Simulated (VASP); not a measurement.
# TiSi40H16Cl4 in VASP: a series of runs

The runs below take TiSi40H16Cl4 through single point, with PBEsol.

All numbers are computed with VASP 6.6.1; they aren't measurements. Logs are shortened: lines on timing, memory, paths and dates and some standing lists are left out, and cuts for length are marked.

### 1 The cell of the first run

The cell holds a slab with vacuum, 61 atoms: a = 7.679 Å, b = 15.358 Å, c = 20.256 Å, α = 90.00°, β = 90.00°, γ = 90.00°.

### 2 Single point, PBEsol

INCAR

```
SYSTEM = TiSi40H16Cl4
PREC = Accurate
ENCUT = 400
EDIFF = 1E-6
ISMEAR = -1
SIGMA = 0.05
LREAL = Auto
LASPH = .TRUE.
NELM = 120
ALGO = Normal
ISIF = 2
LWAVE = .FALSE.
LCHARG = .FALSE.
GGA = PS
NBANDS = 144
GGA_COMPAT = .FALSE.
NELMDL = -8
```

KPOINTS

```
regular mesh
0
G
  2 1 1
  0 0 0
```

POSCAR

```
TiSi40H16Cl4
1.0
    7.6791800000      0.0000000000      0.0000000000
    0.0000000000     15.3583590000      0.0000000000
    0.0000000000      0.0000000000     20.2555000000
H Si Ti Cl
16 40 1 4
Direct
    0.4093920000      0.0000000000      0.0493693000
    0.0906080000      0.0000000000      0.0493693000
    0.9093920000      0.0000000000      0.0493693000
    0.5906080000      0.0000000000      0.0493693000
    0.4093920000      0.2500000000      0.0493693000
    0.0906080000      0.2500000000      0.0493693000
    0.9093920000      0.2500000000      0.0493693000
    0.5906080000      0.2500000000      0.0493693000
    0.4093920000      0.5000000000      0.0493693000
    0.0906080000      0.5000000000      0.0493693000
    0.9093920000      0.5000000000      0.0493693000
    0.5906080000      0.5000000000      0.0493693000
    0.4093920000      0.7500000000      0.0493693000
    0.0906080000      0.7500000000      0.0493693000
    0.9093920000      0.7500000000      0.0493693000
    0.5906080000      0.7500000000      0.0493693000
    0.2500000000      0.0000000000      0.0920984000
    0.7500000000      0.0000000000      0.0920984000
    0.2500000000      0.2500000000      0.0920984000
    0.7500000000      0.2500000000      0.0920984000
    0.2500000000      0.5000000000      0.0920984000
    0.7500000000      0.5000000000      0.0920984000
    0.2500000000      0.7500000000      0.0920984000
    0.7500000000      0.7500000000      0.0920984000
    0.2500180601      0.1251757371      0.1556972664
    0.7501022414      0.1252080210      0.1556155632
    0.2499193624      0.3746452923      0.1607778188
    0.7499275518      0.3746549322      0.1608319293
    0.2505735469      0.6252265712      0.1556328994
    0.7502393591      0.6251869179      0.1555241435
    0.2501261103      0.8746132702      0.1608116549
    0.7500360359      0.8746606631      0.1608358369
   -0.0001017775      0.1213732337      0.2200226011
    0.5002409031      0.1214064069      0.2199379967
    0.0000298746      0.3767251215      0.2293106148
    0.4997809609      0.3767478021      0.2293058526
    0.0002924498      0.6210624792      0.2196865850
    0.5006551824      0.6212550630      0.2200371311
    0.0001185810      0.8764493155      0.2293183306
    0.5000723937      0.8764006426      0.2294104033
    0.0007318309      0.0048232653      0.2942494303
    0.4995810925      0.0048881562      0.2941588043
    0.0003473233      0.2460474399      0.2919652655
    0.4998319984      0.2460111721      0.2918987860
   -0.0006188000      0.5049873004      0.2942764785
    0.5000575462      0.5049472829      0.2943560295
   -0.0000546762      0.7455648028      0.2916898658
    0.5002968758      0.7458443605      0.2923381821
    0.2502536679      0.0318399040      0.3598102561
    0.7500431089      0.0319338273      0.3589245251
    0.2500910158      0.1725200785      0.3224339480
    0.7501100789      0.1729159526      0.3222196477
    0.2496449688      0.5318554844      0.3593969451
    0.7496888299      0.5313446682      0.3599116352
    0.2499423791      0.6727355400      0.3227156002
    0.7502869633      0.6723435244      0.3228844527
    0.7008075099      0.7584788476      0.5253612889
    0.4881917427      0.6763354700      0.4920347231
    0.9385511428      0.7027856593      0.4852015487
    0.6669978644      0.8887150764      0.4852330591
    0.7116584850      0.7615044528      0.6324271266
```

Potentials or basis: VASP PAW PBE potentials, release 64 (H, Si, Ti_sv, Cl).

On the command line:

```
$ cat potpaw_PBE.64/H/POTCAR potpaw_PBE.64/Si/POTCAR potpaw_PBE.64/Ti_sv/POTCAR potpaw_PBE.64/Cl/POTCAR > POTCAR
$ mpirun -np 1 vasp_std > vasp.out
```

OUTCAR:

```text
SYSTEM = TiSi40H16Cl4
   PREC = Accurate
   ENCUT = 400
   EDIFF = 1E-6
   ISMEAR = -1
   LREAL = Auto
   LASPH = .TRUE.
   NELM = 120
   ISIF = 2
   GGA = PS
   NELMDL = -8

 ion  position               nearest neighbor table
   1  0.409  0.000  0.049-  17 1.50
   2  0.091  0.000  0.049-  17 1.50
   3  0.909  0.000  0.049-  18 1.50
   4  0.591  0.000  0.049-  18 1.50
   5  0.409  0.250  0.049-  19 1.50
   6  0.091  0.250  0.049-  19 1.50
[... 8 lines left out ...]
  15  0.909  0.750  0.049-  24 1.50
  16  0.591  0.750  0.049-  24 1.50
  17  0.250  0.000  0.092-   1 1.50   2 1.50  25 2.31  31 2.38
[... 30 lines left out ...]
  48  0.500  0.746  0.292-  55 2.31  56 2.31  40 2.38  38 2.41
  49  0.250  0.032  0.360-  51 2.29  42 2.37  41 2.37
  50  0.750  0.032  0.359-  52 2.29  42 2.36  41 2.37
  51  0.250  0.173  0.322-  49 2.29  43 2.31  44 2.31  33 2.93  34 2.94
  52  0.750  0.173  0.322-  50 2.29  43 2.31  44 2.31  33 2.93  34 2.93
  53  0.250  0.532  0.359-  55 2.29  45 2.37  46 2.37
  54  0.750  0.531  0.360-  56 2.29  46 2.37  45 2.37
  55  0.250  0.673  0.323-  53 2.29  47 2.31  48 2.31  38 2.94  37 2.94
  56  0.750  0.672  0.323-  54 2.29  47 2.31  48 2.31  38 2.94  37 2.95
  57  0.701  0.758  0.525-  61 2.17  58 2.17  59 2.17  60 2.17
  58  0.488  0.676  0.492-  57 2.17
  59  0.939  0.703  0.485-  57 2.17
  60  0.667  0.889  0.485-  57 2.17
  61  0.712  0.762  0.632-  57 2.17

  LATTYP: Found a simple orthorhombic cell.
 ALAT       =     7.6791800000
 B/A-ratio  =     1.9999998698
 C/A-ratio  =     2.6377165270

  Lattice vectors:

 A1 = (   7.6791800000,   0.0000000000,   0.0000000000)
 A2 = (   0.0000000000,  15.3583590000,   0.0000000000)
 A3 = (   0.0000000000,   0.0000000000,  20.2555000000)

Analysis of symmetry for initial positions (statically):
=====================================================================
 Subroutine PRICEL returns:
 Original cell was already a primitive cell.

 Routine SETGRP: Setting up the symmetry group for a
 simple orthorhombic supercell.

 Subroutine GETGRP returns: Found  1 space group operations
 (whereof  1 operations were pure point group operations)
 out of a pool of  8 trial point group operations.

The static configuration has the point symmetry C_1 .

Analysis of symmetry for dynamics (positions and initial velocities):
=====================================================================
 Subroutine PRICEL returns:
 Original cell was already a primitive cell.

 Routine SETGRP: Setting up the symmetry group for a
 simple orthorhombic supercell.

 Subroutine GETGRP returns: Found  1 space group operations
 (whereof  1 operations were pure point group operations)
 out of a pool of  8 trial point group operations.

The dynamic configuration has the point symmetry C_1 .

 Subroutine INISYM returns: Found  1 space group operations
 (whereof  1 operations are pure point group operations),
 and found     1 'primitive' translations

----------------------------------------------------------------------------------------

                                     Primitive cell

  volume of cell :    2388.9256

  direct lattice vectors                    reciprocal lattice vectors
     7.679180000  0.000000000  0.000000000     0.130222237  0.000000000  0.000000000
     0.000000000 15.358359000  0.000000000     0.000000000  0.065111123  0.000000000
     0.000000000  0.000000000 20.255500000     0.000000000  0.000000000  0.049369307

  length of vectors
     7.679180000 15.358359000 20.255500000     0.130222237  0.065111123  0.049369307

  position of ions in fractional coordinates (direct lattice)
     0.409392000  0.000000000  0.049369300
     0.090608000  0.000000000  0.049369300
     0.909392000  0.000000000  0.049369300
     0.590608000  0.000000000  0.049369300
     0.409392000  0.250000000  0.049369300
     0.090608000  0.250000000  0.049369300
[... 53 lines left out ...]
     0.666997864  0.888715076  0.485233059
     0.711658485  0.761504453  0.632427127

  ion indices of the primitive-cell ions
   primitive index   ion index
                 1           1
                 2           2
                 3           3
                 4           4
                 5           5
                 6           6
[... 53 lines left out ...]
                60          60
                61          61

----------------------------------------------------------------------------------------

 KPOINTS: regular mesh

Automatic generation of k-mesh.
 Grid dimensions read from file:
 generate k-points for:    2    1    1

 Generating k-lattice:

  Cartesian coordinates                     Fractional coordinates (reciprocal lattice)
     0.065111119  0.000000000  0.000000000     0.500000000  0.000000000  0.000000000
     0.000000000  0.065111123  0.000000000     0.000000000  1.000000000  0.000000000
     0.000000000  0.000000000  0.049369307     0.000000000  0.000000000  1.000000000

  Length of vectors
     0.065111119  0.065111123  0.049369307

  Shift w.r.t. Gamma in fractional coordinates (k-lattice)
     0.000000000  0.000000000  0.000000000

 Subroutine IBZKPT returns following result:
 ===========================================

 Found      2 irreducible k-points:

 Following reciprocal coordinates:
            Coordinates               Weight
  0.000000  0.000000  0.000000      1.000000
  0.500000  0.000000  0.000000      1.000000
   k-points           NKPTS =      2   k-points in BZ     NKDIM =      2   number of bands    NBANDS=    144
   number of dos      NEDOS =    301   number of ions     NIONS =     61
   total plane-waves  NPLWV = 700000
   dimension x,y,z NGX =    50 NGY =  100 NGZ =  140
   dimension x,y,z NGXF=   100 NGYF=  200 NGZF=  280
   ions per type =              16  40   1   4
   NGX,Y,Z   is equivalent  to a cutoff of  10.82, 10.82, 11.49 a.u.
   NGXF,Y,Z  is equivalent  to a cutoff of  21.65, 21.65, 22.98 a.u.
 SYSTEM =  TiSi40H16Cl4
   PREC   = accura    normal or accurate (medium, high low for compatibility)
   ISTART =      0    job   : 0-new  1-cont  2-samecut
   ICHARG =      2    charge: 1-file 2-atom 10-const
   ISPIN  =      1    spin polarized calculation?
   LNONCOLLINEAR =      F non collinear calculations
   LSORBIT =      F    spin-orbit coupling
   LASPH  =      T    aspherical Exc in radial PAW
   ENCUT  =  400.0 eV  29.40 Ry    5.42 a.u.  12.52 25.05 33.03*2*pi/ulx,y,z
   NELM   =    120;   NELMIN=  2; NELMDL= -8     # of ELM steps
   EDIFF  = 0.1E-05   stopping-criterion for ELM
   LREAL  =      T    real-space projection
   EDIFFG = 0.1E-04   stopping-criterion for IOM
   NSW    =      0    number of steps for IOM
   IBRION =     -1    ionic relax: 0-MD 1-quasi-New 2-CG
   NFREE  =      0    steps in history (QN), initial steepest desc. (CG)
   ISIF   =      2    stress and relaxation
   ISYM   =      2    0-nonsym 1-usesym 2-fastsym
   POTIM  = 0.5000    time-step for ionic-motion
   TEBEG  =    0.0;   TEEND  =   0.0 temperature during run
   PSTRESS=    0.0 pullay stress
   NELECT =     216.0000    total number of electrons
   NUPDOWN=      -1.0000    fix difference up-down
   EMIN   =  10.00;   EMAX   =-10.00  energy-range for DOS
   EFERMI =   0.00;   METHOD = LEGACY
   ISMEAR =    -1;   SIGMA  =   0.05  broadening in eV -4-tet -1-fermi 0-gaus
   EFERMI_NEDOS =   21; number of points for ismear=-14 and -15
   IALGO  =     38    algorithm
   IMIX   =      4    mixing-type and parameters
     AMIX     =   0.40;   BMIX     =  1.00
     AMIX_MAG =   1.60;   BMIX_MAG =  1.00
  volume/ion in A,a.u.               =      39.16       264.28
  Fermi-wavevector in a.u.,A,eV,Ry     =   0.734782  1.388537  7.345849  0.539905
  Thomas-Fermi vector in A             =   1.827819
   LORBIT       =      0    0 simple, 1 ext, 2 COOP (PROOUT), +10 PAW based schemes
   GGA     = PS    functional components
   LHFCALC =     F    Hartree Fock is set to
   AEXX    =    0.0000 exact exchange contribution
   IVDW    =     0    specifies the selected vdW correction
   LEPSILON=     F    determine dielectric tensor
   LRPA    =     F    only Hartree local field effects (RPA)
 non-spin polarized calculation
  energy-cutoff  :      400.00
  volume of cell :     2388.93
 maximum number of plane-waves:     43361
   NGX = 25   NGY = 51   NGZ = 67

 number of electron     215.9999983 magnetization

 Free energy of the ion-electron system (eV)
  ---------------------------------------------------
  ext. energy  EPLUGINS =         0.00000000
  ---------------------------------------------------
  free energy    TOTEN  =      -290.84531635 eV

  energy without entropy =     -290.84219639  energy(sigma->0) =     -290.84375637

 E-fermi :  -0.6256     XC(G=0):  -4.6132

 val. band max:       -0.9528306773   @ k =   0.5000   0.0000   0.0000
 cond. band min:      -0.3075875775   @ k =   0.0000   0.0000   0.0000
 fundamental gap:      0.6452430997
 Fermi energy:        -0.6255590277

 k-point     1 :       0.0000    0.0000    0.0000
  band No.  band energies     occupation
      1     -59.2442      2.00000
      2     -35.6603      2.00000
      3     -35.6351      2.00000
      4     -35.6198      2.00000
      5     -16.7624      2.00000
      6     -16.4772      2.00000
[... 112 lines left out ...]
    119       0.6093      0.00000
    120       0.6369      0.00000

 k-point     2 :       0.5000    0.0000    0.0000
  band No.  band energies     occupation
      1     -59.2442      2.00000
      2     -35.6603      2.00000
      3     -35.6351      2.00000
      4     -35.6198      2.00000
      5     -16.7538      2.00000
      6     -16.4821      2.00000
[... 112 lines left out ...]
    119       0.8158      0.00000
    120       1.0300      0.00000
 [bands above 120 left out]

------------------------ aborting loop because EDIFF is reached ----------------------------------------

  FORCE on cell =-STRESS in cart. coord.  units (eV):
  Direction    XX          YY          ZZ          XY          YZ          ZX
  --------------------------------------------------------------------------------------
  -------------------------------------------------------------------------------------
  Total       37.2162607     -3.0105856      0.2224813      0.0091029      0.1673086     -0.1412742
  in kB       24.9597762     -2.0191052      0.1492112      0.0061050      0.1122086     -0.0947482
  external PRESSURE =       7.6966274 kB  Pullay stress =       0.0000000 kB

 VOLUME and BASIS-vectors are now :
 -----------------------------------------------------------------------------
  energy-cutoff  :      400.00
  volume of cell :     2388.93
      direct lattice vectors                 reciprocal lattice vectors
     7.679180000  0.000000000  0.000000000     0.130222237  0.000000000  0.000000000
     0.000000000 15.358359000  0.000000000     0.000000000  0.065111123  0.000000000
     0.000000000  0.000000000 20.255500000     0.000000000  0.000000000  0.049369307

 POSITION                                       TOTAL-FORCE (eV/Angst)
 -----------------------------------------------------------------------------------
      3.14379      0.00000      1.00000        -0.453998     -0.088451     -0.063031
      0.69580      0.00000      1.00000         0.453192     -0.090571     -0.061237
      6.98338      0.00000      1.00000        -0.453894     -0.090140     -0.062510
      4.53539      0.00000      1.00000         0.453280     -0.088422     -0.061803
      3.14379      3.83959      1.00000        -0.488014      0.075045     -0.052969
      0.69580      3.83959      1.00000         0.488511      0.074116     -0.053042
[... 53 lines left out ...]
      5.12200     13.64921      9.82864        -0.013884     -0.000163      0.006673
      5.46495     11.69546     12.81013         0.000465      0.008179      0.002857
 -----------------------------------------------------------------------------------
    total drift:                                0.000298      0.000909     -0.002299

  FREE ENERGIE OF THE ION-ELECTRON SYSTEM (eV)
  ---------------------------------------------------
  free  energy   TOTEN  =      -290.8453163477 eV

  energy  without entropy=     -290.8421963939  energy(sigma->0) =     -290.84375637
```

Wall time 24 min (1 thread of AMD EPYC 7R13 (Zen 3), shared host); peak memory 1.4 GiB.

Results:

| Quantity | Value |
| --- | --- |
| Free energy | -290.8453 eV |
| Largest force | 0.497 eV/Å |
| Band gap on the k mesh | 0.65 eV (least direct gap 0.69 eV) |

Forces in eV/Å, atoms in the order of the input:
```
H   -0.454 -0.088 -0.063
H    0.453 -0.091 -0.061
H   -0.454 -0.090 -0.063
H    0.453 -0.088 -0.062
H   -0.488  0.075 -0.053
H    0.489  0.074 -0.053
H   -0.488  0.078 -0.053
H    0.488  0.075 -0.052
H   -0.455 -0.093 -0.065
H    0.452 -0.083 -0.060
H   -0.454 -0.091 -0.064
H    0.454 -0.092 -0.064
H   -0.488  0.077 -0.054
H    0.487  0.074 -0.051
H   -0.488  0.077 -0.054
H    0.488  0.077 -0.052
Si   0.004 -0.205  0.127
Si   0.000 -0.206  0.122
Si  -0.001  0.221  0.096
Si   0.000  0.231  0.091
Si   0.014 -0.204  0.118
Si  -0.003 -0.213  0.108
Si   0.004  0.231  0.086
Si   0.001  0.238  0.085
Si   0.001  0.004  0.000
Si  -0.001  0.004  0.001
Si   0.000  0.006 -0.001
Si   0.000  0.003 -0.001
Si   0.000 -0.007  0.000
Si   0.000 -0.005 -0.001
Si   0.000 -0.004 -0.001
Si   0.000 -0.001 -0.001
Si  -0.001 -0.001  0.001
Si   0.002 -0.001  0.000
Si   0.001 -0.005  0.006
Si   0.001 -0.005  0.006
Si   0.003  0.008  0.003
Si   0.000  0.007  0.002
Si  -0.001  0.002  0.003
Si   0.000  0.002  0.003
Si  -0.003 -0.003  0.014
Si   0.004 -0.001  0.013
Si  -0.001  0.003  0.008
Si   0.001  0.002  0.007
Si   0.003 -0.009 -0.010
Si  -0.002 -0.008 -0.010
Si   0.000  0.008  0.001
Si  -0.001  0.008  0.002
Si   0.000 -0.021  0.021
Si   0.000 -0.006 -0.005
Si   0.000  0.009 -0.010
Si   0.001  0.006 -0.009
Si   0.001 -0.013  0.026
Si   0.002 -0.009  0.018
Si   0.000  0.014 -0.001
Si   0.003  0.014  0.005
Ti  -0.015  0.006  0.001
Cl  -0.001 -0.001  0.002
Cl   0.007  0.004 -0.008
Cl  -0.014  0.000  0.007
Cl   0.000  0.008  0.003
```

Levels at points of the mesh, in eV from the valence-band top:
```
           k point  band 105  band 106  band 107  band 108  band 109  band 110  band 111  band 112
(0.00, 0.00, 0.00)     -0.39     -0.19     -0.14     -0.11      0.65      0.69      0.73      0.79
(0.50, 0.00, 0.00)     -0.06     -0.04     -0.01      0.00      0.69      0.74      1.23      1.27
```

Caveat: the PAW data sets were made with another functional, which shifts forces and pressure a little.

(Part 1 of 2 ends here.)
